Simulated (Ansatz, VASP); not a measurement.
**AlIn2As3 in VASP and in Ansatz**

```
CELL_PARAMETERS angstrom
4.26282 0.00000 0.00000
-2.13141 3.69171 0.00000
0.00000 0.00000 10.46314
ATOMIC_POSITIONS crystal
Al 0.00000 0.00000 0.99987
In 0.66667 0.33333 0.67379
In 0.33333 0.66667 0.32762
As 0.66667 0.33333 0.93033
As 0.00000 0.00000 0.23629
As 0.33333 0.66667 0.58211
```

Alike in both runs: functional PBE; k mesh 12 × 12 × 4; occupations gaussian, width 0.1 eV; no spin polarisation.

Ansatz relaxed the structure, and its values are those at the end. VASP's run is a single point on that final structure, the one shown.

|  | VASP | Ansatz |
| --- | --- | --- |
| version | VASP 6.6.1 | Ansatz 0.2.0 |
| potentials or method | VASP PAW PBE potentials, release 64 (Al, In_d, As), cutoff 500 eV | scalar-relativistic, plane waves, PAW |
| valence electrons in the cell | 44 | 74 |

|  | VASP | Ansatz | Ansatz less VASP |
| --- | --- | --- | --- |
| gap on the k mesh at the Fermi level (eV) | none | none | - |
| pressure (GPa) | 0.1 | 0.0 | -0.07 |

A gap of «none» marks a metal or a gap that the smearing closes. The functional is the same, so the differences come from potentials, cutoffs and numerics. VASP's potentials hold 44 valence electrons a cell and Ansatz's 74, so a difference there can come from the potentials and not from the codes.
